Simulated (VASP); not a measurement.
Runs of VASP 6.6.1 on GaP. The structure is that of space group F-43m (No. 216), or close to it. The cells are those of the table. 

```csv
task,level,potentials or basis,cell,cutoff (eV),gap on the mesh (eV),pressure (GPa),relaxed volume (Å³/atom)
relaxation of cell and atoms,LDA,"VASP PAW LDA potentials, release 64 (Ga_d, P)","relaxed from a = 3.854 Å, angles 60.0°, 2 atoms",600,1.43,-0.1,(b)
relaxation of cell and atoms,PBE+D3(BJ),"VASP PAW PBE potentials, release 64 (Ga_d, P)","relaxed from a = 3.854 Å, angles 60.0°, 2 atoms",600,1.64,0.1,20.16
single point,PBE+D3(BJ),"VASP PAW PBE potentials, release 64 (Ga_d, P)","a = 3.851 Å, angles 60.0°, 2 atoms",520,1.65,-0.1,-
single point,LDA,"VASP PAW LDA potentials, release 64 (Ga_d, P)","a = 3.812 Å, angles 60.0°, 2 atoms",520,(a),0.1,-
relaxation of cell and atoms,RPBE,"VASP PAW PBE potentials, release 64 (Ga_d, P)","relaxed from a = 3.854 Å, angles 60.0°, 2 atoms",600,1.49,0.0,21.42
single point,RPBE,"VASP PAW PBE potentials, release 64 (Ga_d, P)","a = 3.928 Å, angles 60.0°, 2 atoms",520,1.49,-0.1,-
```

Alike in all rows: no spin polarisation; k mesh 6 × 6 × 6; smearing gaussian 0.01 eV.

Problem. Estimate the missing entries.

Solution. (a) 1.42; (b) 19.62.

Caveats: the PAW data sets were made with another functional, which shifts forces and pressure a little (some runs).

A k mesh can miss the band edges, and the runs leave out spin-orbit coupling on Ga.
